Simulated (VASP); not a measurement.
Write the native input for VASP 6.6.1 that does the following.

```yaml
Task: single point
Functional: PBE
Potentials_or_basis: VASP PAW PBE potentials, release 64 (Al)
Cutoff: 500 eV
k_mesh: 18 × 18 × 18
Occupations: gaussian, width 0.1 eV
Spin: no spin polarisation
Dipole_correction: no
Further_INCAR_settings: ALGO = Normal; EDIFF = 1e-06; NBANDS = 8
```

The structure of Al lies in POSCAR:

```
Al
1.0
    0.0000000000      2.0204029285      2.0204029285
    2.0204029285      0.0000000000      2.0204029285
    2.0204029285      2.0204029285      0.0000000000
Al
1
Direct
    0.0000000000      0.0000000000      0.0000000000
```

One way to write it, as run:

INCAR

```
SYSTEM = Al
ALGO     = Normal         ! electronic algorithm
EDIFF    = 1E-6           ! SCF threshold, eV
ENCUT    = 500            ! plane-wave cutoff, eV
GGA      = PE             ! functional
GGA_COMPAT= .FALSE.      
ISIF     = 2              ! what is computed and relaxed
ISMEAR   = 0              ! smearing method
LASPH    = .TRUE.         ! aspherical terms in the spheres
LCHARG   = .FALSE.        ! write CHGCAR
LREAL    = .FALSE.        ! projectors in reciprocal space
LWAVE    = .FALSE.        ! write WAVECAR
NBANDS   = 8              ! bands
NELM     = 120            ! most SCF steps
PREC     = Accurate       ! precision mode
SIGMA    = 0.1            ! smearing width, eV
```

KPOINTS

```
k-points
0
G
  18 18 18
  0 0 0
```

Potentials or basis: VASP PAW PBE potentials, release 64 (Al).

Run with:

```console
$ cat potpaw_PBE.64/Al/POTCAR > POTCAR
$ mpirun -np 1 vasp_std > vasp.out
```

It gave:

The pressure is 0.0 GPa and the band gap on the k mesh is zero (an odd number of electrons rules out a gap without spin polarisation).

It took 6.4 s on 1 thread of Intel(R) Xeon(R) 6975P-C (Granite Rapids), on a shared host, peak memory 0.14 GiB.
